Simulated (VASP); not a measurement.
Crystal: MgO (base).

```
Mg O
1.0
     0.00000    2.10500    2.10500
     2.10500    0.00000    2.10500
     2.10500    2.10500    0.00000
Mg O
1 1
Direct
  0.00000 0.00000 0.00000
  0.50000 0.50000 0.50000
```

- Program: VASP 6.6.1
- Task: relaxation of cell and atoms
- Functional: PBE
- Potentials or basis: VASP PAW PBE potentials, release 64 (Mg, O)
- Cutoff: 600 eV
- k mesh: 10 × 10 × 10
- Occupations: gaussian, width 0.02 eV
- Spin: no spin polarisation

At the start: pressure 4.0 GPa; volume 9.33 Å³/atom.

**Question.** Where does the relaxation end?

**Answer.** Over 3 steps the energy falls by 2.8 meV/atom and the volume is 9.56 Å³/atom (+2.5 %); space group Fm-3m (No. 225, to 0.05 Å).

Step by step:
```csv
step,energy change (eV),largest force (eV/Å),pressure (GPa),volume (Å³)
1,0.0000,0.0000,3.95,18.65
2,-0.0050,0.0000,-1.24,19.28
3,-0.0057,0.0000,0.01,19.12
```

Final structure:
```xyz
2
Lattice="0.0000 2.1225 2.1225 2.1225 0.0000 2.1225 2.1225 2.1225 0.0000" Properties=species:S:1:pos:R:3 pbc="T T T"
Mg    0.0000    0.0000    0.0000
O     2.1225    2.1225    2.1225
```
